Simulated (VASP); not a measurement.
**CuI: single point with PBE**

The system is CuI.

```
Cu I
1.0
     0.00000    3.03896    3.03896
     3.03896    0.00000    3.03896
     3.03896    3.03896    0.00000
Cu I
1 1
Direct
  0.25000 0.25000 0.25000
  0.00000 0.00000 0.00000
```

- Program: VASP 6.6.1
- Task: single point
- Functional: PBE
- Potentials or basis: VASP PAW PBE potentials, release 64 (Cu, I)
- Cutoff: 520 eV
- k mesh: 12 × 12 × 12
- Occupations: fermi-dirac, width 0.05 eV
- Spin: non-collinear spin, zero start, spin-orbit coupling
- Starting moments: [[0.0, 0.0, 0.0], [0.0, 0.0, 0.0]] μB

```
Pressure                                              : 0.4 GPa
Net moment                                            : 0.00 μB per cell
Valence electrons inside the program's atomic spheres : Cu 9.92; I 4.30
```

Moments on the atoms (μB; x, y, z):
```
Cu  0.00 0.00 0.00
I   0.00 0.00 0.00
```

It took 2.6 min on 1 thread of AMD EPYC 9R45 (Zen 5), on a shared host, peak memory 0.46 GiB.
